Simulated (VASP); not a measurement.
# MgO (P6_3/mmc) in VASP: further runs, part 2 of 2

VASP 6.6.1. Earlier steps stand in the parts before.

**5. Single point, PBEsol (volume 10.205 Å^3 an atom, c/a of the conventional cell 1.3551)**

Input file INCAR:

```
SYSTEM = MgO
ALGO     = Normal         ! electronic algorithm
EDIFF    = 1E-6           ! SCF threshold, eV
ENCUT    = 520            ! plane-wave cutoff, eV
GGA      = PS             ! functional
ISIF     = 2              ! what is computed and relaxed
ISMEAR   = 0              ! smearing method
LASPH    = .TRUE.         ! aspherical terms in the spheres
LCHARG   = .FALSE.        ! write CHGCAR
LREAL    = .FALSE.        ! projectors in reciprocal space
LWAVE    = .FALSE.        ! write WAVECAR
NBANDS   = 16             ! bands
NELM     = 80             ! most SCF steps
PREC     = Accurate       ! precision mode
SIGMA    = 0.05           ! smearing width, eV
```

Input file KPOINTS:

```
k-points
0
G
  9 9 6
  0 0 0
```

Input file POSCAR:

```
MgO
1.0
    3.2643020754      0.0000000000      0.0000000000
   -1.6321510377      2.8269685229      0.0000000000
    0.0000000000      0.0000000000      4.4234557423
Mg O
2 2
Direct
    0.6666666667      0.3333333333      0.7500000000
    0.3333333333      0.6666666667      0.2500000000
    0.6666666667      0.3333333333      0.2500000000
    0.3333333333      0.6666666667      0.7500000000
```

Potentials or basis: VASP PAW PBE potentials, release 64 (Mg, O).

Launch:

```console
cat potpaw_PBE.64/Mg/POTCAR potpaw_PBE.64/O/POTCAR > POTCAR
mpirun -np 1 vasp_std > vasp.out
```

OUTCAR:

```text
SYSTEM = MgO
   EDIFF = 1E-6
   ENCUT = 520
   GGA = PS
   ISIF = 2
   ISMEAR = 0
   LASPH = .TRUE.
   LREAL = .FALSE.
   NELM = 80
   PREC = Accurate

 ion  position               nearest neighbor table
   1  0.667  0.333  0.750-   4 1.88   4 1.88   4 1.88   3 2.21   3 2.21   2 2.91   2 2.91   2 2.91
                             2 2.91   2 2.91   2 2.91
   2  0.333  0.667  0.250-   3 1.88   3 1.88   3 1.88   4 2.21   4 2.21   1 2.91   1 2.91   1 2.91
                             1 2.91   1 2.91   1 2.91
   3  0.667  0.333  0.250-   2 1.88   2 1.88   2 1.88   1 2.21   1 2.21
   4  0.333  0.667  0.750-   1 1.88   1 1.88   1 1.88   2 2.21   2 2.21

  LATTYP: Found a hexagonal cell.
 ALAT       =     3.2643020754
 C/A-ratio  =     1.3551000000

  Lattice vectors:

 A1 = (   3.2643020754,   0.0000000000,   0.0000000000)
 A2 = (  -1.6321510377,   2.8269685229,   0.0000000000)
 A3 = (   0.0000000000,   0.0000000000,   4.4234557423)

Analysis of symmetry for initial positions (statically):
=====================================================================
 Subroutine PRICEL returns:
 Original cell was already a primitive cell.

 Routine SETGRP: Setting up the symmetry group for a
 hexagonal supercell.
[... 170 lines left out ...]

  energy without entropy =      -24.34196351  energy(sigma->0) =      -24.34196351

 E-fermi :   2.7995     XC(G=0): -10.6698

 val. band max:        2.5071215220   @ k =   0.0000   0.0000   0.0000
 cond. band min:       6.1239734859   @ k =   0.0000   0.0000   0.0000
 fundamental gap:      3.6168519640
 Fermi energy:         2.7994527875

 k-point     1 :       0.0000    0.0000    0.0000
  band No.  band energies     occupation
      1     -14.7870      2.00000
      2     -13.4110      2.00000
      3      -1.8011      2.00000
      4       0.7112      2.00000
      5       0.7112      2.00000
      6       1.3720      2.00000
[... 433 lines left out ...]
      3      -1.3454      2.00000
      4      -0.5778      2.00000
      5      -0.5778      2.00000
      6       0.7067      2.00000
[... 8 lines left out ...]
     15      16.2020      0.00000
     16      20.4618      0.00000

 [... further k-points ...]
[... 5 lines left out ...]
  --------------------------------------------------------------------------------------
  -------------------------------------------------------------------------------------
  Total        6.5364622      6.5364622     -0.4945739      0.0000000      0.0000000      0.0000000
  in kB      256.5549128    256.5549128    -19.4119341      0.0000000      0.0000000      0.0000000
  external PRESSURE =     164.5659638 kB  Pullay stress =       0.0000000 kB

 VOLUME and BASIS-vectors are now :
 -----------------------------------------------------------------------------
  energy-cutoff  :      520.00
  volume of cell :       40.82
      direct lattice vectors                 reciprocal lattice vectors
     3.264302075  0.000000000  0.000000000     0.306344198  0.176867905  0.000000000
    -1.632151038  2.826968523  0.000000000     0.000000000  0.353735810  0.000000000
     0.000000000  0.000000000  4.423455742     0.000000000  0.000000000  0.226067595

 POSITION                                       TOTAL-FORCE (eV/Angst)
 -----------------------------------------------------------------------------------
      1.63215      0.94232      3.31759        -0.000000     -0.000000      0.000000
     -0.00000      1.88465      1.10586         0.000000      0.000000      0.000000
      1.63215      0.94232      1.10586         0.000000     -0.000000      0.000000
     -0.00000      1.88465      3.31759         0.000000      0.000000     -0.000000
 -----------------------------------------------------------------------------------
    total drift:                               -0.000000      0.000000     -0.000000

  FREE ENERGIE OF THE ION-ELECTRON SYSTEM (eV)
  ---------------------------------------------------
  free  energy   TOTEN  =       -24.3419635110 eV

  energy  without entropy=      -24.3419635110  energy(sigma->0) =      -24.34196351
```

OSZICAR:

```text
N       E                     dE             d eps       ncg     rms          rms(c)
DAV:   1     0.600451127236E+02    0.60045E+02   -0.76683E+03  1536   0.898E+02
DAV:   2    -0.245889613976E+02   -0.84634E+02   -0.78185E+02  2216   0.203E+02
DAV:   3    -0.281398737382E+02   -0.35509E+01   -0.35406E+01  1640   0.420E+01
DAV:   4    -0.281531940712E+02   -0.13320E-01   -0.13320E-01  1888   0.298E+00
DAV:   5    -0.281532568162E+02   -0.62745E-04   -0.62745E-04  1680   0.195E-01    0.109E+01
DAV:   6    -0.244328838609E+02    0.37204E+01   -0.91502E+00  1544   0.240E+01    0.337E+00
DAV:   7    -0.243745202269E+02    0.58364E-01   -0.13753E-01  1568   0.295E+00    0.207E+00
DAV:   8    -0.243435946485E+02    0.30926E-01   -0.68890E-02  1664   0.288E+00    0.438E-01
DAV:   9    -0.243416478791E+02    0.19468E-02   -0.36352E-03  1816   0.546E-01    0.115E-01
DAV:  10    -0.243419597343E+02   -0.31186E-03   -0.31596E-04  1568   0.130E-01    0.114E-02
DAV:  11    -0.243419635542E+02   -0.38199E-05   -0.97208E-06  1880   0.213E-02    0.719E-03
DAV:  12    -0.243419635110E+02    0.43124E-07   -0.92297E-07  1192   0.764E-03
   1 F= -.24341964E+02 E0= -.24341964E+02  d E =-.828435E-19
```

Run time: 12 s. Hardware: 1 thread of Intel Xeon 6975P-C (Granite Rapids), shared host; peak memory 0.17 GiB.

Results:

* Free energy: -24.3420 eV
* Pressure: 16.5 GPa
* Band gap on the k mesh: 3.62 eV, direct

Levels at points of the mesh, in eV from the valence-band top:
```csv
k point,band 4,band 5,band 6,band 7,band 8,band 9,band 10,band 11,band 12,band 13
"(0.00, 0.00, 0.00)",-1.80,-1.80,-1.14,-1.14,0.00,3.62,9.66,11.57,13.83,13.83
"(0.00, 0.00, 0.50)",-2.69,-1.48,-1.48,-1.48,-1.48,6.62,6.62,14.19,14.19,14.19
```

Caveat: the PAW data sets were made with another functional, which shifts forces and pressure a little.

**6. Single point, PBEsol (volume 10.648 Å^3 an atom, c/a of the conventional cell 1.2753)**

Input file INCAR:

```
SYSTEM = MgO
ALGO     = Normal         ! electronic algorithm
EDIFF    = 1E-7           ! SCF threshold, eV
ENCUT    = 520            ! plane-wave cutoff, eV
GGA      = PS             ! functional
ISIF     = 2              ! what is computed and relaxed
ISMEAR   = 0              ! smearing method
LASPH    = .True.         ! aspherical terms in the spheres
LCHARG   = .True.         ! write CHGCAR
LELF     = .True.         ! ELF
LREAL    = .False.        ! projectors in reciprocal space
LVHAR    = .True.       
LWAVE    = .False.        ! write WAVECAR
NBANDS   = 16             ! bands
NELM     = 80             ! most SCF steps
PREC     = Accurate       ! precision mode
SIGMA    = 0.05           ! smearing width, eV
```

Input file KPOINTS:

```
k-points
0
Gamma
  9 9 6
  0 0 0
```

Input file POSCAR:

```
MgO
1.0
    3.3785344174      0.0000000000      0.0000000000
   -1.6892672087      2.9258966330      0.0000000000
    0.0000000000      0.0000000000      4.3086449425
Mg O
2 2
Direct
    0.6666666667      0.3333333333      0.7500000000
    0.3333333333      0.6666666667      0.2500000000
    0.6666666667      0.3333333333      0.2500000000
    0.3333333333      0.6666666667      0.7500000000
```

Potentials or basis: VASP PAW PBE potentials, release 64 (Mg, O).

Launch:

```console
cat potpaw_PBE.64/Mg/POTCAR potpaw_PBE.64/O/POTCAR > POTCAR
mpirun -np 1 vasp_std > vasp.out
```

OUTCAR:

```text
SYSTEM = MgO
   EDIFF = 1E-7
   ENCUT = 520
   GGA = PS
   ISIF = 2
   ISMEAR = 0
   LASPH = .True.
   LREAL = .False.
   NELM = 80
   PREC = Accurate

 ion  position               nearest neighbor table
   1  0.667  0.333  0.750-   4 1.95   4 1.95   4 1.95   3 2.15   3 2.15   2 2.91   2 2.91   2 2.91
                             2 2.91   2 2.91   2 2.91
   2  0.333  0.667  0.250-   3 1.95   3 1.95   3 1.95   4 2.15   4 2.15   1 2.91   1 2.91   1 2.91
                             1 2.91   1 2.91   1 2.91
   3  0.667  0.333  0.250-   2 1.95   2 1.95   2 1.95   1 2.15   1 2.15
[... 662 lines left out ...]
  --------------------------------------------------------------------------------------
  -------------------------------------------------------------------------------------
  Total        2.6685408      2.6685408     -0.4649412      0.0000000     -0.0000000      0.0000000
  in kB      100.3821269    100.3821269    -17.4896274      0.0000000     -0.0000000      0.0000000
  external PRESSURE =      61.0915421 kB  Pullay stress =       0.0000000 kB

 VOLUME and BASIS-vectors are now :
 -----------------------------------------------------------------------------
  energy-cutoff  :      520.00
  volume of cell :       42.59
      direct lattice vectors                 reciprocal lattice vectors
     3.378534417  0.000000000  0.000000000     0.295986329  0.170887787  0.000000000
    -1.689267209  2.925896633  0.000000000     0.000000000  0.341775574  0.000000000
     0.000000000  0.000000000  4.308644942     0.000000000  0.000000000  0.232091531

 POSITION                                       TOTAL-FORCE (eV/Angst)
 -----------------------------------------------------------------------------------
      1.68927      0.97530      3.23148         0.000000      0.000000      0.000000
     -0.00000      1.95060      1.07716        -0.000000     -0.000000      0.000000
      1.68927      0.97530      1.07716        -0.000000     -0.000000      0.000000
     -0.00000      1.95060      3.23148        -0.000000      0.000000      0.000000
 -----------------------------------------------------------------------------------
    total drift:                               -0.000000      0.000000     -0.000000

  FREE ENERGIE OF THE ION-ELECTRON SYSTEM (eV)
  ---------------------------------------------------
  free  energy   TOTEN  =       -24.6671023112 eV

  energy  without entropy=      -24.6671023112  energy(sigma->0) =      -24.66710231
```

OSZICAR:

```text
N       E                     dE             d eps       ncg     rms          rms(c)
DAV:   1     0.608554882736E+02    0.60855E+02   -0.76699E+03  1544   0.897E+02
DAV:   2    -0.244854777182E+02   -0.85341E+02   -0.75283E+02  2152   0.195E+02
DAV:   3    -0.283145859847E+02   -0.38291E+01   -0.38140E+01  1760   0.428E+01
DAV:   4    -0.283295492470E+02   -0.14963E-01   -0.14963E-01  1792   0.313E+00
DAV:   5    -0.283296184927E+02   -0.69246E-04   -0.69246E-04  1776   0.206E-01    0.106E+01
DAV:   6    -0.247661359488E+02    0.35635E+01   -0.89851E+00  1576   0.234E+01    0.343E+00
DAV:   7    -0.247019662292E+02    0.64170E-01   -0.13924E-01  1560   0.300E+00    0.206E+00
DAV:   8    -0.246689885039E+02    0.32978E-01   -0.80038E-02  1656   0.303E+00    0.473E-01
DAV:   9    -0.246667213741E+02    0.22671E-02   -0.46014E-03  1824   0.608E-01    0.117E-01
DAV:  10    -0.246670979735E+02   -0.37660E-03   -0.35349E-04  1568   0.138E-01    0.143E-02
DAV:  11    -0.246671032898E+02   -0.53163E-05   -0.12658E-05  1864   0.238E-02    0.120E-02
DAV:  12    -0.246671023570E+02    0.93282E-06   -0.25976E-06  1568   0.132E-02    0.206E-03
DAV:  13    -0.246671023112E+02    0.45806E-07   -0.16114E-07  1552   0.326E-03
   1 F= -.24667102E+02 E0= -.24667102E+02  d E =-.191525E-18
```

Wall time 17 s (1 thread of Intel Xeon 6975P-C (Granite Rapids), shared host); peak memory 0.18 GiB.

What came out:

```yaml
Free_energy: -24.6671 eV
Pressure: 6.1 GPa
Band_gap_on_the_k_mesh: 3.42 eV, direct
```

Levels at points of the mesh, in eV from the valence-band top:
```csv
k point,band 5,band 6,band 7,band 8,band 9,band 10,band 11,band 12
"(0.00, 0.00, 0.00)",-1.79,-0.99,-0.99,0.00,3.42,9.41,11.75,13.02
"(0.00, 0.00, 0.50)",-1.41,-1.41,-1.41,-1.41,6.42,6.42,13.38,13.38
```

Caveat: the PAW data sets were made with another functional, which shifts forces and pressure a little.

**7. Overview**

| cell | gap on the mesh (eV) | pressure (GPa) |
| --- | --- | --- |
| a = 3.468, b = 3.468, c = 3.918 Å, angles 90.0, 90.0, 120.0°, 4 atoms | 3.72 | 14.4 |
| a = 3.399, b = 3.399, c = 4.080 Å, angles 90.0, 90.0, 120.0°, 4 atoms | 3.69 | 12.6 |
| a = 3.539, b = 3.539, c = 3.763 Å, angles 90.0, 90.0, 120.0°, 4 atoms | 3.73 | 19.3 |
| a = 3.264, b = 3.264, c = 4.423 Å, angles 90.0, 90.0, 120.0°, 4 atoms | 3.62 | 16.5 |
| a = 3.379, b = 3.379, c = 4.309 Å, angles 90.0, 90.0, 120.0°, 4 atoms | 3.42 | 6.1 |

Alike in all rows: task single point; level PBEsol; potentials or basis VASP PAW PBE potentials, release 64 (Mg, O); no spin polarisation; k mesh 9 × 9 × 6; cutoff (eV) 520; smearing gaussian 0.05 eV.

Caveats: the PAW data sets were made with another functional, which shifts forces and pressure a little.

Total energies depend on the potentials used, so only differences within one code and one set of settings carry meaning.
